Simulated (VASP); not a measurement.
# CdSe4 (P-3m1) in VASP: further runs

CdSe4 is run at these levels: PBE; tasks: single point.

Program: VASP 6.6.1. These are calculated values, not measurements. Logs are shortened: lines on timing, memory, paths and dates and some standing lists are left out, and cuts for length are marked.

**1. The cell of the first run**

The structure is trigonal, space group P-3m1 (No. 164). Conventional cell: a = 5.419 Å, b = 5.419 Å, c = 5.690 Å, α = 90.00°, β = 90.00°, γ = 120.00°. Within 4.4 Å of Cd (site symmetry -3m) lie 18 Se at 3.16 to 4.33 Å. Within 3.0 Å of Se (site symmetry 3m) lie 1 Se at 2.27 Å. Se (site symmetry 3m) has 1 Se at 2.27 Å within 3.0 Å.

The cell was generated, and may not be a known phase.

**2. Single point, PBE**

The input, INCAR:

```
SYSTEM = CdSe4
ALGO = Normal
EDIFF = 1E-6
ENCUT = 500
GGA = PE
GGA_COMPAT = .False.
ISIF = 2
ISMEAR = 0
LASPH = .True.
LCHARG = .False.
LREAL = .False.
LWAVE = .False.
NBANDS = 26
NELM = 120
PREC = Accurate
SIGMA = 0.2
```

The input, KPOINTS:

```
k-points
0
Gamma
  4 4 3
  0 0 0
```

The input, POSCAR:

```
CdSe4
1.0
    5.4185576045      0.0000000028      0.0000000000
   -2.7092788047      4.6926085360      0.0000000000
    0.0000000000      0.0000000000      5.6904710135
Cd Se
1 4
Direct
    0.0000000000      0.0000000000      0.0000000000
    0.3333333333      0.6666666667      0.5257877391
    0.6666666667      0.3333333333      0.4742122609
    0.3333333333      0.6666666667      0.9254264989
    0.6666666667      0.3333333333      0.0745735011
```

Potentials or basis: VASP PAW PBE potentials, release 64 (Cd, Se).

Launch:

```console
$ cat potpaw_PBE.64/Cd/POTCAR potpaw_PBE.64/Se/POTCAR > POTCAR
$ mpirun -np 1 vasp_std > vasp.out
```

OUTCAR:

```text
SYSTEM = CdSe4
   EDIFF = 1E-6
   ENCUT = 500
   GGA = PE
   ISIF = 2
   ISMEAR = 0
   LASPH = .True.
   LREAL = .False.
   NELM = 120
   PREC = Accurate

 ion  position               nearest neighbor table
   1  0.000  0.000  0.000-   4 3.16   5 3.16   5 3.16   4 3.16   5 3.16   4 3.16
   2  0.333  0.667  0.526-   4 2.27
   3  0.667  0.333  0.474-   5 2.27
   4  0.333  0.667  0.925-   2 2.27   1 3.16   1 3.16   1 3.16
   5  0.667  0.333  0.075-   3 2.27   1 3.16   1 3.16   1 3.16

  LATTYP: Found a hexagonal cell.
 ALAT       =     5.4185576045
 C/A-ratio  =     1.0501818803

  Lattice vectors:

 A1 = (   5.4185576045,   0.0000000028,   0.0000000000)
 A2 = (  -2.7092788047,   4.6926085360,   0.0000000000)
 A3 = (   0.0000000000,   0.0000000000,   5.6904710135)

Analysis of symmetry for initial positions (statically):
=====================================================================
 Subroutine PRICEL returns:
 Original cell was already a primitive cell.

 Routine SETGRP: Setting up the symmetry group for a
 hexagonal supercell.

 Subroutine GETGRP returns: Found 12 space group operations
 (whereof 12 operations were pure point group operations)
 out of a pool of 24 trial point group operations.

The static configuration has the point symmetry D_3d.

Analysis of symmetry for dynamics (positions and initial velocities):
=====================================================================
 Subroutine PRICEL returns:
 Original cell was already a primitive cell.

 Routine SETGRP: Setting up the symmetry group for a
 hexagonal supercell.

 Subroutine GETGRP returns: Found 12 space group operations
 (whereof 12 operations were pure point group operations)
 out of a pool of 24 trial point group operations.

The dynamic configuration has the point symmetry D_3d.

 Subroutine INISYM returns: Found 12 space group operations
 (whereof 12 operations are pure point group operations),
 and found     1 'primitive' translations

----------------------------------------------------------------------------------------

                                     Primitive cell

  volume of cell :     144.6926

  direct lattice vectors                    reciprocal lattice vectors
     5.418557605  0.000000003  0.000000000     0.184550959  0.106550546  0.000000000
    -2.709278805  4.692608536  0.000000000    -0.000000000  0.213101091  0.000000000
     0.000000000  0.000000000  5.690471013     0.000000000  0.000000000  0.175732377

  length of vectors
     5.418557605  5.418557605  5.690471013     0.213101091  0.213101091  0.175732377

  position of ions in fractional coordinates (direct lattice)
     0.000000000  0.000000000  0.000000000
     0.333333333  0.666666667  0.525787739
     0.666666667  0.333333333  0.474212261
     0.333333333  0.666666667  0.925426499
     0.666666667  0.333333333  0.074573501

  ion indices of the primitive-cell ions
   primitive index   ion index
                 1           1
                 2           2
                 3           3
                 4           4
                 5           5

----------------------------------------------------------------------------------------

 KPOINTS: k-points

Automatic generation of k-mesh.
 Grid dimensions read from file:
 generate k-points for:    4    4    3

 Generating k-lattice:

  Cartesian coordinates                     Fractional coordinates (reciprocal lattice)
     0.046137740  0.026637636  0.000000000     0.250000000  0.000000000  0.000000000
    -0.000000000  0.053275273  0.000000000    -0.000000000  0.250000000  0.000000000
     0.000000000  0.000000000  0.058577459     0.000000000  0.000000000  0.333333333

  Length of vectors
     0.053275273  0.053275273  0.058577459

  Shift w.r.t. Gamma in fractional coordinates (k-lattice)
     0.000000000  0.000000000  0.000000000

 Subroutine IBZKPT returns following result:
 ===========================================

 Found      9 irreducible k-points:

 Following reciprocal coordinates:
            Coordinates               Weight
  0.000000  0.000000  0.000000      1.000000
  0.250000 -0.000000  0.000000      6.000000
  0.500000 -0.000000  0.000000      3.000000
  0.250000  0.250000  0.000000      6.000000
  0.000000  0.000000  0.333333      2.000000
  0.250000 -0.000000  0.333333      6.000000
  0.000000  0.250000  0.333333      6.000000
  0.500000 -0.000000  0.333333      6.000000
  0.250000  0.250000  0.333333     12.000000
   k-points           NKPTS =      9   k-points in BZ     NKDIM =      9   number of bands    NBANDS=     26
   number of dos      NEDOS =    301   number of ions     NIONS =      5
   total plane-waves  NPLWV =  67200
   dimension x,y,z NGX =    40 NGY =   40 NGZ =   42
   dimension x,y,z NGXF=    80 NGYF=   80 NGZF=   84
   ions per type =               1   4
   NGX,Y,Z   is equivalent  to a cutoff of  12.27, 12.27, 12.27 a.u.
   NGXF,Y,Z  is equivalent  to a cutoff of  24.54, 24.54, 24.54 a.u.
 SYSTEM =  CdSe4
   PREC   = accura    normal or accurate (medium, high low for compatibility)
   ISTART =      0    job   : 0-new  1-cont  2-samecut
   ICHARG =      2    charge: 1-file 2-atom 10-const
   ISPIN  =      1    spin polarized calculation?
   LNONCOLLINEAR =      F non collinear calculations
   LSORBIT =      F    spin-orbit coupling
   LASPH  =      T    aspherical Exc in radial PAW
   ENCUT  =  500.0 eV  36.75 Ry    6.06 a.u.   9.88  9.88 10.38*2*pi/ulx,y,z
   NELM   =    120;   NELMIN=  2; NELMDL= -5     # of ELM steps
   EDIFF  = 0.1E-05   stopping-criterion for ELM
   LREAL  =      F    real-space projection
   EDIFFG = 0.1E-04   stopping-criterion for IOM
   NSW    =      0    number of steps for IOM
   IBRION =     -1    ionic relax: 0-MD 1-quasi-New 2-CG
   NFREE  =      0    steps in history (QN), initial steepest desc. (CG)
   ISIF   =      2    stress and relaxation
   ISYM   =      2    0-nonsym 1-usesym 2-fastsym
   POTIM  = 0.5000    time-step for ionic-motion
   TEBEG  =    0.0;   TEEND  =   0.0 temperature during run
   PSTRESS=    0.0 pullay stress
   NELECT =      36.0000    total number of electrons
   NUPDOWN=      -1.0000    fix difference up-down
   EMIN   =  10.00;   EMAX   =-10.00  energy-range for DOS
   EFERMI =   0.00;   METHOD = LEGACY
   ISMEAR =     0;   SIGMA  =   0.20  broadening in eV -4-tet -1-fermi 0-gaus
   EFERMI_NEDOS =   21; number of points for ismear=-14 and -15
   IALGO  =     38    algorithm
   IMIX   =      4    mixing-type and parameters
     AMIX     =   0.40;   BMIX     =  1.00
     AMIX_MAG =   1.60;   BMIX_MAG =  1.00
  volume/ion in A,a.u.               =      28.94       195.29
  Fermi-wavevector in a.u.,A,eV,Ry     =   1.029659  1.945774 14.424876  1.060198
  Thomas-Fermi vector in A             =   2.163718
   LORBIT       =      0    0 simple, 1 ext, 2 COOP (PROOUT), +10 PAW based schemes
   GGA     = PE    functional components
   LHFCALC =     F    Hartree Fock is set to
   AEXX    =    0.0000 exact exchange contribution
   IVDW    =     0    specifies the selected vdW correction
   LEPSILON=     F    determine dielectric tensor
   LRPA    =     F    only Hartree local field effects (RPA)
 non-spin polarized calculation
 Gauss-broadening in eV      SIGMA  =   0.20
  energy-cutoff  :      500.00
  volume of cell :      144.69
 maximum number of plane-waves:      3695
 NGX is ok and might be reduce to    40
   NGX = 19   NGY = 19   NGZ = 21

 number of electron      36.0000006 magnetization

 Free energy of the ion-electron system (eV)
  ---------------------------------------------------
  ext. energy  EPLUGINS =         0.00000000
  ---------------------------------------------------
  free energy    TOTEN  =       -13.73390989 eV

  energy without entropy =      -13.71478839  energy(sigma->0) =      -13.72434914

 E-fermi :   2.2946     XC(G=0):  -8.7458

 val. band max:        2.1108087638   @ k =   0.0000   0.0000   0.3333
 cond. band min:       2.5268302426   @ k =   0.2500  -0.0000   0.3333
 fundamental gap:      0.4160214788
 Fermi energy:         2.2945787368

 k-point     1 :       0.0000    0.0000    0.0000
  band No.  band energies     occupation
      1     -13.1440      2.00000
      2     -11.9373      2.00000
      3      -9.7498      2.00000
      4      -8.1063      2.00000
      5      -6.2012      2.00000
      6      -6.2012      2.00000
[... 18 lines left out ...]
     25       6.9563      0.00000
     26       8.4613      0.00000

 k-point     2 :       0.2500   -0.0000    0.0000
  band No.  band energies     occupation
      1     -12.9990      2.00000
      2     -12.1103      2.00000
      3      -9.5646      2.00000
      4      -8.3807      2.00000
      5      -6.1664      2.00000
      6      -6.1322      2.00000
[... 18 lines left out ...]
     25       6.8181      0.00000
     26       8.7617      0.00000

 k-point     3 :       0.5000   -0.0000    0.0000
  band No.  band energies     occupation
      1     -12.7564      2.00000
      2     -12.3783      2.00000
      3      -9.2454      2.00000
      4      -8.7708      2.00000
      5      -6.1780      2.00000
      6      -6.1386      2.00000
[... 18 lines left out ...]
     25       7.6080      0.00000
     26       7.7743      0.00000

 k-point     4 :       0.2500    0.2500    0.0000
  band No.  band energies     occupation
      1     -12.7619      2.00000
      2     -12.3713      2.00000
      3      -9.2592      2.00000
      4      -8.7513      2.00000
      5      -6.1739      2.00000
      6      -6.1324      2.00000
[... 18 lines left out ...]
     25       7.3845      0.00000
     26       8.5676      0.00000

 k-point     5 :       0.0000    0.0000    0.3333
  band No.  band energies     occupation
      1     -12.8579      2.00000
      2     -12.2359      2.00000
      3      -9.6033      2.00000
      4      -8.7980      2.00000
      5      -6.1980      2.00000
      6      -6.1980      2.00000
[... 18 lines left out ...]
     25       7.3171      0.00000
     26      10.1036      0.00000

 k-point     6 :       0.2500   -0.0000    0.3333
  band No.  band energies     occupation
      1     -12.7480      2.00000
      2     -12.2679      2.00000
      3      -9.6108      2.00000
      4      -8.9999      2.00000
      5      -6.1668      2.00000
      6      -6.1298      2.00000
[... 18 lines left out ...]
     25       7.3335      0.00000
     26       9.2912      0.00000

 k-point     7 :       0.0000    0.2500    0.3333
  band No.  band energies     occupation
      1     -12.7453      2.00000
      2     -12.2725      2.00000
      3      -9.5987      2.00000
      4      -9.0099      2.00000
      5      -6.1646      2.00000
      6      -6.1343      2.00000
[... 18 lines left out ...]
     25       7.3341      0.00000
     26       9.4379      0.00000

 k-point     8 :       0.5000   -0.0000    0.3333
  band No.  band energies     occupation
      1     -12.5766      2.00000
      2     -12.3649      2.00000
      3      -9.5267      2.00000
      4      -9.2712      2.00000
      5      -6.1713      2.00000
      6      -6.1420      2.00000
[... 18 lines left out ...]
     25       7.5151      0.00000
     26       9.0371      0.00000

 k-point     9 :       0.2500    0.2500    0.3333
  band No.  band energies     occupation
      1     -12.5798      2.00000
      2     -12.3621      2.00000
      3      -9.5288      2.00000
      4      -9.2620      2.00000
      5      -6.1711      2.00000
      6      -6.1311      2.00000
[... 18 lines left out ...]
     25       8.0602      0.00000
     26       9.0700      0.00000

------------------------ aborting loop because EDIFF is reached ----------------------------------------

  FORCE on cell =-STRESS in cart. coord.  units (eV):
  Direction    XX          YY          ZZ          XY          YZ          ZX
  --------------------------------------------------------------------------------------
  -------------------------------------------------------------------------------------
  Total        0.1660333      0.1660333      0.8629177     -0.0000000     -0.0000000     -0.0000000
  in kB        1.8384823      1.8384823      9.5550663     -0.0000000     -0.0000000     -0.0000000
  external PRESSURE =       4.4106770 kB  Pullay stress =       0.0000000 kB

 VOLUME and BASIS-vectors are now :
 -----------------------------------------------------------------------------
  energy-cutoff  :      500.00
  volume of cell :      144.69
      direct lattice vectors                 reciprocal lattice vectors
     5.418557605  0.000000003  0.000000000     0.184550959  0.106550546  0.000000000
    -2.709278805  4.692608536  0.000000000    -0.000000000  0.213101091  0.000000000
     0.000000000  0.000000000  5.690471013     0.000000000  0.000000000  0.175732377

 POSITION                                       TOTAL-FORCE (eV/Angst)
 -----------------------------------------------------------------------------------
      0.00000      0.00000      0.00000        -0.000000      0.000000      0.000000
     -0.00000      3.12841      2.99198         0.000000      0.000000     -0.018606
      2.70928      1.56420      2.69849         0.000000      0.000000      0.018606
     -0.00000      3.12841      5.26611         0.000000     -0.000000      0.022455
      2.70928      1.56420      0.42436        -0.000000      0.000000     -0.022455
 -----------------------------------------------------------------------------------
    total drift:                                0.000000     -0.000000      0.000000

  FREE ENERGIE OF THE ION-ELECTRON SYSTEM (eV)
  ---------------------------------------------------
  free  energy   TOTEN  =       -13.7339098897 eV

  energy  without entropy=      -13.7147883856  energy(sigma->0) =      -13.72434914
```

Wall time 27 s (1 thread of AMD EPYC 7R13 (Zen 3), shared host); peak memory 0.21 GiB.

Results:

```
Free energy            : -13.7339 eV
Pressure               : 0.4 GPa
Largest force          : 0.022 eV/Å
Band gap on the k mesh : zero (bands 18 and 19 overlap by 0.59 eV)
```

Forces in eV/Å, atoms in the order of the input:
```
Cd   0.000  0.000  0.000
Se   0.000  0.000 -0.019
Se   0.000  0.000  0.019
Se   0.000  0.000  0.022
Se   0.000  0.000 -0.022
```

Caveat: the k points lie up to 0.37 Å⁻¹ apart, too coarse for converged energies and pressures of a metal; semilocal functionals underestimate gaps, and a narrow one can read as zero.

**3. Single point, PBE**

This run uses another cell than the first one, of 27.40 Å³/atom.

INCAR is that of step 2.

The input, KPOINTS:

```
k-points
0
Gamma
  5 5 2
  0 0 0
```

The input, POSCAR:

```
CdSe4
1.0
    4.1398512980      0.0000000000      0.0000000000
   -2.0699256490      3.5852163920      0.0000000000
    0.0000000000      0.0000000000      9.2296426420
Cd Se
1 4
Direct
    0.0000000000      0.0000000000      0.0000000000
    0.0000000000      0.0000000000      0.3804286827
    0.0000000000      0.0000000000      0.6195713173
    0.6666666667      0.3333333333      0.8366907872
    0.3333333333      0.6666666667      0.1633092128
```

Potentials or basis: VASP PAW PBE potentials, release 64 (Cd, Se).

Launch:

```console
$ cat potpaw_PBE.64/Cd/POTCAR potpaw_PBE.64/Se/POTCAR > POTCAR
$ mpirun -np 1 vasp_std > vasp.out
```

Run time: 33 s. Hardware: 1 thread of AMD EPYC 7R13 (Zen 3), shared host; peak memory 0.2 GiB.

It converged, with:

| Item | Value |
| --- | --- |
| Free energy | -14.3870 eV |
| Pressure | 0.1 GPa |
| Largest force | 0.058 eV/Å |
| Band gap on the k mesh | 0.14 eV |

Forces in eV/Å, atoms in the order of the input:
```
Cd   0.000  0.000  0.000
Se   0.000  0.000 -0.052
Se   0.000  0.000  0.052
Se   0.000  0.000 -0.058
Se   0.000  0.000  0.058
```

Levels at points of the mesh, in eV from the valence-band top:
```
           k point  band 14  band 15  band 16  band 17  band 18  band 19  band 20  band 21  band 22  band 23
(0.00, 0.00, 0.00)    -0.82    -0.82    -0.63    -0.53    -0.53     0.68     0.68     2.23     3.41     4.60
(0.00, 0.00, 0.50)    -1.12    -1.12    -0.23    -0.23    -0.17     0.66     0.66     1.86     4.13     4.82
```

The gap in the log of VASP goes by the Fermi energy; the results here count the filled bands.